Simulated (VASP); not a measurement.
Runs of VASP 6.6.1 on ZnS (zincblende type). The structure is that of space group F-43m (No. 216), or close to it. The cells are those of the table. 

```csv
cell,gap on the mesh (eV),pressure (GPa)
"a = 3.477 Å, angles 60.0°, 2 atoms",2.45,32.2
"a = 3.069 Å, angles 60.0°, 2 atoms",1.11,(a)
"a = 3.589 Å, angles 60.0°, 2 atoms",(b),15.1
"a = 3.745 Å, angles 60.0°, 2 atoms",2.16,0.2
"a = 3.669 Å, angles 60.0°, 2 atoms",2.45,6.4
"a = 3.357 Å, angles 60.0°, 2 atoms",2.11,59.7
```

Alike in all rows: task single point; level LDA; potentials or basis VASP PAW LDA potentials, release 64 (Zn, S); no spin polarisation; k mesh 12 × 12 × 12; smearing fermi-dirac 0.05 eV.

Task: Estimate the missing entries.

Result: (a) 195.8; (b) 2.73.

Caveats: the cell stands under pressure (at least some runs).

A k mesh can miss the band edges.
